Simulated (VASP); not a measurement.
# Al (Cm) in VASP: notebook, part 3 of 3

VASP 6.6.1. Earlier steps stand in the parts before.

## Step 5: Single point, PBE+D3(BJ) (atom 2 (Al) moved by -0.140 Å along [1 2 0] and -0.140 Å along [0 0 1])

The input, INCAR:

```
PREC = Accurate
ENCUT = 520
EDIFF = 1E-6
ISMEAR = 0
SIGMA = 0.15
LREAL = False
LASPH = True
NELM = 80
ALGO = Fast
ISIF = 2
LWAVE = False
LCHARG = False
GGA = PE
IVDW = 12
NBANDS = 14
```

The input, KPOINTS:

```
regular mesh
0
Gamma
  18 18 4
```

The input, POSCAR:

```
Al
1.0
    2.8144222650      0.0000000000      0.0000000000
   -1.4072111325      2.4373611785      0.0000000000
    0.0000000000      0.0000000000      9.2410470710
Al
4
Direct
    0.0000000000      0.0000000000      0.0000000000
    0.3046137490      0.6092274979      0.2348502016
    0.0000000000      0.0000000000      0.5000000000
    0.6666666667      0.3333333333      0.7500000000
```

Potentials or basis: VASP PAW PBE potentials, release 64 (Al).

On the command line:

```sh
> cat potpaw_PBE.64/Al/POTCAR > POTCAR
> mpirun -np 1 vasp_std > vasp.out
```

OUTCAR:

```text
PREC = Accurate
   ENCUT = 520
   EDIFF = 1E-6
   ISMEAR = 0
   LREAL = False
   LASPH = True
   NELM = 80
   ISIF = 2
   GGA = PE
   IVDW = 12
 IVDW          = 12

 ion  position               nearest neighbor table
   1  0.000  0.000  0.000-   2 2.63   2 2.76   2 2.76   4 2.82   4 2.82   4 2.82
   2  0.305  0.609  0.235-   1 2.63   1 2.76   1 2.76   3 2.87   3 2.98   3 2.98
   3  0.000  0.000  0.500-   4 2.82   4 2.82   4 2.82   2 2.87   2 2.98   2 2.98
   4  0.667  0.333  0.750-   1 2.82   3 2.82   1 2.82   3 2.82   1 2.82   3 2.82

  LATTYP: Found a hexagonal cell.
 ALAT       =     2.8144222650
 C/A-ratio  =     3.2834614713

  Lattice vectors:

 A1 = (   2.8144222650,   0.0000000000,   0.0000000000)
 A2 = (  -1.4072111325,   2.4373611785,   0.0000000000)
 A3 = (   0.0000000000,   0.0000000000,   9.2410470710)

Analysis of symmetry for initial positions (statically):
=====================================================================
 Subroutine PRICEL returns:
 Original cell was already a primitive cell.

 Routine SETGRP: Setting up the symmetry group for a
 hexagonal supercell.

[... 190 lines left out ...]
     10      19.5492      0.00000
     11      19.6053      0.00000
     12      20.4238      0.00000
     13      20.5072      0.00000
     14      20.6735      0.00000
[... 377 lines left out ...]
      1      -2.4880      2.00000
      2      -0.9224      2.00000
      3      -0.5456      2.00000
      4       4.1569      2.00000
      5       4.4410      2.00000
      6      12.1554      0.00000
      7      12.3254      0.00000
      8      14.7195      0.00000
      9      15.7845      0.00000
     10      15.9868      0.00000
     11      16.2891      0.00000
     12      17.3042      0.00000
     13      17.6769      0.00000
     14      19.6344      0.00000

 [... further k-points ...]

------------------------ aborting loop because EDIFF is reached ----------------------------------------

 Edisp (eV)   -1.40309

 E8    (eV) :    -0.6278

  FORCE on cell =-STRESS in cart. coord.  units (eV):
  Direction    XX          YY          ZZ          XY          YZ          ZX
  --------------------------------------------------------------------------------------
  -------------------------------------------------------------------------------------
  Total      -0.01107     0.16392     0.52299     0.00000     0.21264     0.00000
  in kB      -0.27979     4.14287    13.21824     0.00000     5.37443     0.00000
  external pressure =        5.69 kB  Pullay stress =        0.00 kB

 VOLUME and BASIS-vectors are now :
 -----------------------------------------------------------------------------
  energy-cutoff  :      520.00
  volume of cell :       63.39
      direct lattice vectors                 reciprocal lattice vectors
     2.814422265  0.000000000  0.000000000     0.355312709  0.205139888  0.000000000
    -1.407211133  2.437361178  0.000000000     0.000000000  0.410279777  0.000000000
     0.000000000  0.000000000  9.241047071     0.000000000  0.000000000  0.108212846

 POSITION                                       TOTAL-FORCE (eV/Angst)
 -----------------------------------------------------------------------------------
      0.00000      0.00000      0.00000        -0.000000     -0.158608     -0.539247
      0.00000      1.48491      2.17026         0.000000      0.227018      0.824952
      0.00000      0.00000      4.62052        -0.000000     -0.056202     -0.307186
      1.40721      0.81245      6.93079         0.000000     -0.012208      0.021481
 -----------------------------------------------------------------------------------
    total drift:                                0.000000     -0.000000      0.000002

  FREE ENERGIE OF THE ION-ELECTRON SYSTEM (eV)
  ---------------------------------------------------
  free  energy   TOTEN  =       -16.2446361083 eV

  energy  without entropy=      -16.2263972949  energy(sigma->0) =      -16.23551670
```

OSZICAR:

```text
N       E                     dE             d eps       ncg     rms          rms(c)
DAV:   1     0.644526255149E+01    0.64453E+01   -0.41632E+03  9892   0.660E+02
DAV:   2    -0.142911642064E+02   -0.20736E+02   -0.19119E+02 12844   0.902E+01
DAV:   3    -0.149615864575E+02   -0.67042E+00   -0.66294E+00 12980   0.132E+01
DAV:   4    -0.149661922820E+02   -0.46058E-02   -0.46049E-02 11828   0.137E+00
DAV:   5    -0.149662458594E+02   -0.53577E-04   -0.53577E-04 12852   0.151E-01    0.278E+00
RMM:   6    -0.148840063683E+02    0.82239E-01   -0.24304E-02 10366   0.568E-01    0.161E+00
RMM:   7    -0.148518303044E+02    0.32176E-01   -0.80060E-03 10270   0.445E-01    0.659E-01
RMM:   8    -0.148419608053E+02    0.98695E-02   -0.32864E-03 11103   0.308E-01    0.146E-01
RMM:   9    -0.148415956250E+02    0.36518E-03   -0.41283E-04 11338   0.119E-01    0.940E-02
RMM:  10    -0.148415556142E+02    0.40011E-04   -0.84571E-05 11719   0.576E-02    0.453E-02
RMM:  11    -0.148415491698E+02    0.64444E-05   -0.22648E-05 11532   0.281E-02    0.125E-02
RMM:  12    -0.148415466124E+02    0.25573E-05   -0.38222E-06 11469   0.129E-02    0.129E-02
RMM:  13    -0.148415465535E+02    0.58961E-07   -0.80167E-07  7753   0.623E-03
   1 F= -.16244636E+02 E0= -.16235517E+02  d E =-.182388E-01
```

stdout:

```text
POSCAR found type information on POSCAR Al
 POSCAR found :  1 types and       4 ions
 scaLAPACK will be used
 LDA part: xc-table for (Slater+PW92), standard interpolation
 POSCAR, INCAR and KPOINTS ok, starting setup
 FFT: planning ... GRIDC
 FFT: planning ... GRID_SOFT
 FFT: planning ... GRID
 WAVECAR not read
 entering main loop
```

It took 2.5 min on 1 thread of Intel Xeon Platinum 8488C (Sapphire Rapids), shared host; peak memory 0.36 GiB.

What came out:

- Free energy: -16.2446 eV
- Pressure: 0.6 GPa
- Largest force: 0.856 eV/Å
- Band gap on the k mesh: zero (bands 6 and 7 overlap by 5.41 eV)
- Dispersion energy per atom: -0.351 eV

Forces in eV/Å, atoms in the order of the input:
```
Al   0.000 -0.159 -0.539
Al   0.000  0.227  0.825
Al   0.000 -0.056 -0.307
Al   0.000 -0.012  0.021
```

Levels at points of the mesh, in eV from the Fermi level:
```csv
k point,band 4,band 5,band 6,band 7,band 8,band 9
"(0.00, 0.00, 0.00)",-4.74,-4.48,3.36,3.54,11.00,11.07
"(0.50, 0.00, 0.00)",-3.96,-3.29,-3.23,0.82,1.31,1.36
"(0.00, 0.50, 0.00)",-4.01,-3.23,-3.18,0.90,1.22,1.43
"(0.00, 0.00, 0.50)",-7.41,-1.01,-0.84,8.38,8.39,11.23
"(0.50, 0.00, 0.50)",-4.72,-1.91,-1.88,-1.17,-1.12,4.62
"(0.00, 0.50, 0.50)",-4.73,-1.85,-1.80,-1.20,-1.19,4.57
```

Caveat: the cell differs from its parent crystal (atom 2 (Al) moved by -0.140 Å along [1 2 0] and -0.140 Å along [0 0 1]).

## Step 6: The runs side by side

```csv
cell,further INCAR settings,gap on the mesh (eV),pressure (GPa),largest force (eV/Å)
"as given, atomic positions A",ALGO = Fast; EDIFF = 1e-06; NBANDS = 14,none,1.6,1.29
"as given, atomic positions B",ALGO = Fast; EDIFF = 1e-07; NBANDS = 14,none,5.9,4.04
"as given, atomic positions C",ALGO = Fast; EDIFF = 1e-06; NBANDS = 14,none,5.1,3.33
"as given, atomic positions D",ALGO = Fast; EDIFF = 1e-06; NBANDS = 14,none,0.6,0.86
```

Alike in all rows: task single point; level PBE+D3(BJ); potentials or basis VASP PAW PBE potentials, release 64 (Al); no spin polarisation; k mesh 18 × 18 × 4; cutoff (eV) 520; smearing gaussian 0.15 eV.

Caveats: forces of over 1 eV/Å act on the atoms, so gaps and moduli don't describe the material at rest (at least some runs); the cell stands under pressure (at least some runs).

Total energies depend on the potentials used, so only differences within one code and one set of settings carry meaning.
